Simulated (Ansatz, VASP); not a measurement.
**Two plane-wave programs on Ga**

```
CELL_PARAMETERS angstrom
4.44947 0.00000 0.00000
-2.22474 3.85336 0.00000
0.00000 0.00000 2.76520
ATOMIC_POSITIONS crystal
Ga 0.33333 0.66667 0.50000
Ga 0.66667 0.33333 0.50000
```

Alike in both runs: functional PBE; k mesh 12 × 12 × 20; occupations gaussian, width 0.1 eV; no spin polarisation.

Ansatz relaxed the structure, and its values are those at the end. VASP's run is a single point on that final structure, the one shown.

```csv
,VASP,Ansatz
version,VASP 6.6.1,Ansatz 0.2.0
potentials or method,"VASP PAW PBE potentials, release 64 (Ga_d), cutoff 520 eV","scalar-relativistic, plane waves, PAW"
valence electrons in the cell,26,26
```

```csv
,VASP,Ansatz,Ansatz less VASP
gap on the k mesh at the Fermi level (eV),none,none,-
pressure (GPa),0.1,0.0,-0.13
```

A gap of «none» marks a metal or a gap that the smearing closes.
